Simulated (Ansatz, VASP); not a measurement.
## Two plane-wave programs on In2GeS2

```
In Ge S
1.0
     3.91872    0.00000    0.00000
    -1.95936    3.39371    0.00000
     0.00000    0.00000    9.56832
In Ge S
2 1 2
Direct
  0.33333 0.66667 0.34534
  0.66667 0.33333 0.65466
  0.00000 0.00000 0.50000
  0.33333 0.66667 0.84441
  0.66667 0.33333 0.15559
```

Change from the starting cell: species swapped into the La2GeI2 type (P-3m1, No. 164).

Alike in both runs: task single point; functional PBE; k mesh 6 × 6 × 2; occupations gaussian, width 0.1 eV; no spin polarisation.

|  | VASP | Ansatz |
| --- | --- | --- |
| version | VASP 6.6.1 | Ansatz 0.2.0 |
| potentials or method | VASP PAW PBE potentials, release 64 (In_d, Ge_d, S), cutoff 520 eV | scalar-relativistic, plane waves, PAW |
| valence electrons in the cell | 52 | 52 |

```tsv
	VASP	Ansatz	Ansatz less VASP
gap on the k mesh at the Fermi level (eV)	none	none	-
pressure (GPa)	-1.5	-1.5	+0.03
traceless stress, the component that is largest in VASP (GPa)	-3.61	-3.61	-0.004
rms of the force components (eV/Å)	1.457	1.455	-0.0018
```

Atom by atom the forces differ by 0.002 eV/Å (rms over components). A gap of «none» marks a metal or a gap that the smearing closes.
